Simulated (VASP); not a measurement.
A run of VASP 6.6.1 is set up as follows.

The input INCAR:

```
SYSTEM = Al
PREC = Accurate ; ENCUT = 520
EDIFF = 1E-6 ; ISMEAR = -5
SIGMA = 0.1 ; LREAL = .False.
LASPH = .True. ; NELM = 80
ALGO = Normal ; ISIF = 2
LWAVE = .False. ; LCHARG = .False.
GGA = PE ; NBANDS = 8
```

Contents of KPOINTS:

```
Automatic mesh
0
Gamma
  5 5 5
  0 0 0
```

Contents of POSCAR:

```
Al
1.0
   -1.5547444170      1.6366900275      1.8480711322
    1.5358463965     -1.5838218915      1.7763049757
    1.4472084625      1.4762859370     -1.7952029961
Al
1
Direct
    0.0000000000      0.0000000000      0.0000000000
```

Potentials or basis: VASP PAW PBE potentials, release 64 (Al).

The run is started by

```bash
$ cat potpaw_PBE.64/Al/POTCAR > POTCAR
$ mpirun -np 1 vasp_std > vasp.out
```

(1) Estimate the pressure.

Results:

(1) -0.5 GPa.

Caveat: the k points lie up to 0.60 Å⁻¹ apart; tetrahedron occupations give inexact forces and stress in metals.
